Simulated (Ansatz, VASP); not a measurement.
**Two plane-wave programs on Al**

```
CELL_PARAMETERS angstrom
2.92700 0.00000 0.00000
-1.46350 2.53486 0.00000
0.00000 0.00000 9.24105
ATOMIC_POSITIONS crystal
Al 0.87060 0.00000 0.00000
Al 0.33333 0.66667 0.25000
Al 0.12940 0.00000 0.50000
Al 0.66667 0.33333 0.75000
```

Change from the starting cell: mode 4 frozen in at -0.364 Å, equal normal strain along x and y +0.0400.

Alike in both runs: task single point; functional PBE; dispersion D3(BJ); k mesh 18 × 18 × 4; occupations gaussian, width 0.15 eV; no spin polarisation.

|  | VASP | Ansatz |
| --- | --- | --- |
| version | VASP 6.6.1 | Ansatz 0.2.0 |
| potentials or method | VASP PAW PBE potentials, release 64 (Al), cutoff 520 eV | scalar-relativistic, plane waves, PAW |
| valence electrons in the cell | 12 | 12 |

VASP gave:

| Quantity | Value |
| --- | --- |
| gap on the k mesh at the Fermi level (eV) | none |
| pressure (GPa) | -4.5 |
| traceless stress, the component that is largest in VASP (GPa) | 2.88 |
| rms of the force components (eV/Å) | 0.131 |

Task: Which values does Ansatz return?

Result: gap on the k mesh at the Fermi level (eV): none; pressure (GPa): -4.4; traceless stress, the component that is largest in VASP (GPa): 2.88; rms of the force components (eV/Å): 0.132.

Atom by atom the forces differ by 0.000 eV/Å (rms over components). A gap of «none» marks a metal or a gap that the smearing closes.
